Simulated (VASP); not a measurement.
A run of VASP 6.6.1:

File POSCAR:

```
BN
1.0
    2.5433275255      0.0000000000      0.0000000000
   -1.2716637627      2.2025862472      0.0000000000
    0.0000000000      0.0000000000      4.2068499754
B N
2 2
Direct
    0.3333333333      0.6666666667     -0.0003036442
    0.6666666667      0.3333333333      0.4996963558
    0.3333333333      0.6666666667      0.3743036442
    0.6666666667      0.3333333333      0.8743036442
```

INCAR.step1

```
SYSTEM = BN
PREC     = Accurate       ! precision mode
ENCUT    = 520            ! plane-wave cutoff, eV
ISMEAR   = 0              ! smearing method
SIGMA    = 0.01           ! smearing width, eV
LREAL    = .False.        ! projectors in reciprocal space
LASPH    = .True.         ! aspherical terms in the spheres
NELM     = 100            ! most SCF steps
NBANDS   = 16             ! bands
GGA      = PE             ! functional
ALGO     = Normal         ! electronic algorithm
EDIFF    = 1E-4           ! SCF threshold, eV
LWAVE    = .True.         ! write WAVECAR
LCHARG   = .False.        ! write CHGCAR
```

The input INCAR.step2:

```
SYSTEM = BN
PREC     = Accurate       ! precision mode
ENCUT    = 520            ! plane-wave cutoff, eV
EDIFF    = 1E-6           ! SCF threshold, eV
ISMEAR   = 0              ! smearing method
SIGMA    = 0.01           ! smearing width, eV
LREAL    = .False.        ! projectors in reciprocal space
LASPH    = .True.         ! aspherical terms in the spheres
NELM     = 100            ! most SCF steps
ALGO     = Normal         ! electronic algorithm
ISIF     = 2              ! what is computed and relaxed
LWAVE    = .False.        ! write WAVECAR
LCHARG   = .False.        ! write CHGCAR
METAGGA  = R2SCAN         ! meta-GGA
LMIXTAU  = .True.       
NBANDS   = 16             ! bands
ISTART   = 1
```

Contents of KPOINTS:

```
Automatic mesh
0
Gamma
  9 9 6
  0 0 0
```

Potentials or basis: VASP PAW PBE potentials, release 64 (B, N).

Run with:

```console
$ cat potpaw_PBE.64/B/POTCAR potpaw_PBE.64/N/POTCAR > POTCAR
$ cp INCAR.step1 INCAR
$ mpirun -np 1 vasp_std > vasp.out
$ cp INCAR.step2 INCAR
$ mpirun -np 1 vasp_std > vasp.out
```

Hardware: 1 thread of Intel(R) Xeon(R) 6975P-C (Granite Rapids), on a shared host.

Estimate the wall time of this run.

Run time: 27 s on 1 thread of Intel(R) Xeon(R) 6975P-C (Granite Rapids), with other jobs on the host, peak memory 0.13 GiB. Counts: k points 48.
